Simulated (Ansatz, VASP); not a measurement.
# Two plane-wave programs on Si2Ni

```
Si Ni
1.0
     0.00000    2.71660    2.72341
     2.73022    0.00000    2.72341
     2.73022    2.71660    0.00000
Si Ni
2 1
Direct
  0.25000 0.25000 0.25000
  0.75000 0.75000 0.75000
  0.00000 0.00000 0.00000
```

Change from the starting cell: strain +0.0025 x Voigt [1, -1, 0, 0, 0, 0], atoms carried along.

Alike in both runs: task single point; functional PBE; k mesh 16 × 16 × 16; occupations gaussian, width 0.15 eV; no spin polarisation.

|  | VASP | Ansatz |
| --- | --- | --- |
| version | VASP 6.6.1 | Ansatz 0.2.0 |
| potentials or method | VASP PAW PBE potentials, release 64 (Si, Ni), cutoff 520 eV | scalar-relativistic, plane waves, PAW |
| valence electrons in the cell | 18 | 26 |

```csv
,VASP,Ansatz,Ansatz less VASP
gap on the k mesh at the Fermi level (eV),none,none,-
pressure (GPa),-0.1,-0.1,+0.01
"traceless stress, the component that is largest in VASP (GPa)",0.11,0.12,+0.004
```

A gap of «none» marks a metal or a gap that the smearing closes. VASP's potentials hold 18 valence electrons a cell and Ansatz's 26, so a difference there can come from the potentials and not from the codes.
